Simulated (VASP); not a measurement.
Wanted: the native input for a VASP 6.6.1 run.

| Quantity | Value |
| --- | --- |
| Task | single point |
| Functional | PBE |
| Potentials or basis | VASP PAW PBE potentials, release 64 (In_d, P) |
| Cutoff | 520 eV |
| k mesh | 6 × 6 × 6 |
| Occupations | gaussian, width 0.01 eV |
| Spin | no spin polarisation |
| Dipole correction | no |
| Further INCAR settings | ALGO = Normal; EDIFF = 1e-06; NBANDS = 16 |

The structure of InP lies in POSCAR:

```
InP
1.0
    0.0000000000      2.9183759736      2.9183759736
    2.9183759736      0.0000000000      2.9183759736
    2.9183759736      2.9183759736      0.0000000000
In P
1 1
Direct
    0.0000000000      0.0000000000      0.0000000000
    0.2500000000      0.2500000000      0.2500000000
```

This cell differs from its parent crystal: volume changed by -6%.

The input as run:

INCAR

```
  PREC = Accurate
  ENCUT = 520
  EDIFF = 1E-6
  ISMEAR = 0
  SIGMA = 0.01
  LREAL = False
  LASPH = True
  NELM = 60
  ALGO = Normal
  ISIF = 2
  LWAVE = False
  LCHARG = False
  GGA = PE
  NBANDS = 16
```

KPOINTS

```
Automatic mesh
0
Gamma
  6 6 6
```

Potentials or basis: VASP PAW PBE potentials, release 64 (In_d, P).

The run is started by

```sh
$ cat potpaw_PBE.64/In_d/POTCAR potpaw_PBE.64/P/POTCAR > POTCAR
$ mpirun -np 1 vasp_std > vasp.out
```

Results of the run:

```
Pressure               : 4.2 GPa
Band gap on the k mesh : 0.78 eV, direct
```

Caveat: spin-orbit coupling is left out, which moves the levels of the heavy elements.

It took 7.4 s on 1 thread of AMD EPYC 9R45 96-Core Processor (Zen 5), with other jobs on the host, peak memory 0.14 GiB.
